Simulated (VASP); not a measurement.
Set up this calculation in VASP 6.6.1, as the native input.

```yaml
Task: single point
Functional: PBEsol
Potentials_or_basis: VASP PAW PBE potentials, release 64 (Ta_pv, N)
Cutoff: 520 eV
k_mesh: 9 × 9 × 12
Occupations: gaussian, width 0.1 eV
Spin: no spin polarisation
Dipole_correction: no
Further_INCAR_settings: ALGO = Normal; EDIFF = 1e-06; NBANDS = 33
```

The structure of TaN lies in POSCAR:

```
TaN
1.0
    5.2254102318      0.0000000000      0.0000000000
   -2.6127051159      4.5253380059      0.0000000000
    0.0000000000      0.0000000000      2.8838112600
Ta N
3 3
Direct
    0.3333333333      0.6666666667      0.5000000000
    0.6666666667      0.3333333333      0.5000000000
    0.0000000000      0.0000000000      0.0000000000
    0.4383156694      0.0119430907      0.0000000000
    0.5736274213      0.5616843306      0.0000000000
   -0.0119430907      0.4263725787      0.0000000000
```

This cell differs from its parent crystal: strained and its atoms moved.

The input as run:

INCAR

```
PREC = Accurate
ENCUT = 520
EDIFF = 1E-6
ISMEAR = 0
SIGMA = 0.1
LREAL = False
LASPH = True
NELM = 60
ALGO = Normal
ISIF = 2
LWAVE = False
LCHARG = False
GGA = PS
NBANDS = 33
```

KPOINTS

```
regular mesh
0
Gamma
  9 9 12
```

Potentials or basis: VASP PAW PBE potentials, release 64 (Ta_pv, N).

Launch:

```sh
$ cat potpaw_PBE.64/Ta_pv/POTCAR potpaw_PBE.64/N/POTCAR > POTCAR
$ mpirun -np 1 vasp_std > vasp.out
```

Results of the run:

```
Pressure               : -2.8 GPa
Largest force          : 3.027 eV/Å
Band gap on the k mesh : zero (bands 24 and 25 overlap by 2.58 eV)
```

Caveat: the cell differs from its parent crystal (strained and its atoms moved); the stress differs along the axes, from -6 to 4 GPa; the PAW data sets were made with another functional, which shifts forces and pressure a little; spin-orbit coupling is left out, which moves the levels of the heavy elements.

Wall time 2.8 min on 1 thread of AMD EPYC 7R13 Processor (Zen 3) (shared host), peak memory 0.29 GiB.
